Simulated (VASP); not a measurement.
Wanted: the native input for a VASP 6.6.1 run.

* Task: single point
* Functional: PBE
* Potentials or basis: VASP PAW PBE potentials, release 64 (Lu, Al, Pt)
* Cutoff: 520 eV
* k mesh: 12 × 12 × 6
* Occupations: gaussian, width 0.1 eV
* Spin: no spin polarisation
* Dipole correction: no
* Further INCAR settings: ALGO = Fast; EDIFF = 1e-06; NBANDS = 32

The structure of LuAl4Pt lies in POSCAR:

```
LuAl4Pt
1.0
    4.3747771128      0.0000000000      0.0000000000
   -2.1873885564      3.7886681156      0.0000000000
    0.0000000000      0.0000000000      6.3366817788
Lu Al Pt
1 4 1
Direct
    0.0000000000      0.0000000000      0.0000000000
    0.3333333333      0.6666666667      0.7237827081
    0.3333333333      0.6666666667      0.2762172919
    0.6666666667      0.3333333333      0.7237827081
    0.6666666667      0.3333333333      0.2762172919
    0.0000000000      0.0000000000      0.5000000000
```

The cell was generated, and may not be a known phase.

One way to write it, as run:

INCAR

```
PREC = Accurate ; ENCUT = 520
EDIFF = 1E-6 ; ISMEAR = 0
SIGMA = 0.1 ; LREAL = False
LASPH = True ; NELM = 80
ALGO = Fast ; ISIF = 2
LWAVE = False ; LCHARG = False
GGA = PE ; NBANDS = 32
```

KPOINTS

```
Automatic mesh
0
Gamma
  12 12 6
```

Potentials or basis: VASP PAW PBE potentials, release 64 (Lu, Al, Pt).

Launch:

```console
$ cat potpaw_PBE.64/Lu/POTCAR potpaw_PBE.64/Al/POTCAR potpaw_PBE.64/Pt/POTCAR > POTCAR
$ mpirun -np 1 vasp_std > vasp.out
```

Results of the run:

- Pressure: 0.0 GPa
- Largest force: 0.014 eV/Å
- Band gap on the k mesh: zero (an odd number of electrons rules out a gap without spin polarisation)

Caveat: spin-orbit coupling is left out, which moves the levels of the heavy elements.

Wall time 3.7 min on 1 thread of Intel(R) Xeon(R) 6975P-C (Granite Rapids) (shared host), peak memory 0.45 GiB.
